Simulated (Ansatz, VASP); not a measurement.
Two plane-wave programs on GaN

POSCAR

```
GaN
1.0
    0.0000000000      2.2489367673      2.2489367673
    2.2489367673      0.0000000000      2.2489367673
    2.2489367673      2.2489367673      0.0000000000
Ga N
1 1
Direct
    0.0000000000      0.0000000000      0.0000000000
    0.7307458925      0.7564180358      0.7564180358
```

Contents of INCAR.step1:

```
PREC = Accurate
ENCUT = 520
ISMEAR = 0
SIGMA = 0.05
LREAL = F
LASPH = T
NELM = 80
NBANDS = 16
GGA = PE
ALGO = Normal
EDIFF = 1E-4
LWAVE = T
LCHARG = F
```

INCAR.step2

```
PREC = Accurate
ENCUT = 520
EDIFF = 1E-6
ISMEAR = 0
SIGMA = 0.05
LREAL = F
LASPH = T
NELM = 80
ALGO = Normal
ISIF = 2
LWAVE = F
LCHARG = F
METAGGA = R2SCAN
LMIXTAU = T
NBANDS = 16
ISTART = 1
```

KPOINTS

```
regular mesh
0
Gamma
  10 10 10
```

Input for Ansatz:

```yaml
crystal:
  lattice:
    - [0.0, 2.2489367673, 2.2489367673]
    - [2.2489367673, 0.0, 2.2489367673]
    - [2.2489367673, 2.2489367673, 0.0]
  atoms:
    - { symbol: Ga, position: [0.0, 0.0, 0.0] }
    - { symbol: "N", position: [0.7307458925, 0.7564180358, 0.7564180358] }
basis:
  ecutwfc: 500
kpoints:
  mp_grid: { grid: [10, 10, 10] }
hamiltonian:
  xc: r2scan
scf:
  occupations: { method: gaussian, width: 0.05 }
output:
  forces: true
  stress: true
  eigenvalues: true
```

Change from the starting cell: all N atoms moved +0.050 Å, as atom 2 towards its neighbour atom 1 (Ga) at 1.948 Å.

Alike in both runs: task single point; functional r2SCAN; k mesh 10 × 10 × 10; occupations gaussian, width 0.05 eV; no spin polarisation.

|  | VASP | Ansatz |
| --- | --- | --- |
| version | VASP 6.6.1 | Ansatz 0.2.0 |
| potentials or method | VASP PAW PBE potentials, release 64 (Ga_d, N), cutoff 520 eV | scalar-relativistic, plane waves, PAW |
| valence electrons in the cell | 18 | 18 |

```tsv
	VASP	Ansatz	Ansatz less VASP
gap on the k mesh at the Fermi level (eV)	2.10	2.11	+0.008
least direct gap on the mesh (eV)	2.10	2.11	+0.008
pressure (GPa)	1.3	0.3	-1.05
traceless stress, the component that is largest in VASP (GPa)	-2.07	-1.96	+0.111
rms of the force components (eV/Å)	0.428	0.419	-0.0097
```

VASP's potentials were made for PBE, not for r2SCAN. Atom by atom the forces differ by 0.010 eV/Å (rms over components).
